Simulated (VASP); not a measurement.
HfO2: single point with PBE

The system is HfO2.

```
CELL_PARAMETERS angstrom
0.00000 2.52918 2.52918
2.52918 0.00000 2.52918
2.52918 2.52918 0.00000
ATOMIC_POSITIONS crystal
Hf 0.00000 0.00000 0.00000
O 0.25000 0.25000 0.25000
O 0.75000 0.75000 0.75000
```

| Quantity | Value |
| --- | --- |
| Program | VASP 6.6.1 |
| Task | single point |
| Functional | PBE |
| Potentials or basis | VASP PAW PBE potentials, release 64 (Hf_pv, O) |
| Cutoff | 600 eV |
| k mesh | 4 × 4 × 4 |
| Occupations | gaussian, width 0.01 eV |
| Spin | no spin polarisation |
| Dipole correction | no |
| Further INCAR settings | ALGO = Normal; EDIFF = 1e-06; NBANDS = 18 |

| Quantity | Value |
| --- | --- |
| Pressure | 1.9 GPa |
| Band gap on the k mesh | 3.82 eV, direct |

Levels at points of the mesh, in eV from the valence-band top:
```tsv
k point	band 9	band 10	band 11	band 12	band 13	band 14
(0.00, 0.00, 0.00)	-0.61	-0.61	-0.61	3.90	3.90	5.89
(0.50, 0.00, 0.00)	-2.74	-1.84	-1.84	4.64	4.64	7.05
(0.50, 0.50, 0.00)	-1.54	-1.54	0.00	3.82	5.54	6.70
```

Run time: 11 s on 1 thread of Intel(R) Xeon(R) Platinum 8488C (Sapphire Rapids), with other jobs on the host, peak memory 0.17 GiB.

Caveat: the k points lie up to 0.54 Å⁻¹ apart; spin-orbit coupling is left out, which moves the levels of the heavy elements. A k mesh can miss the band edges.
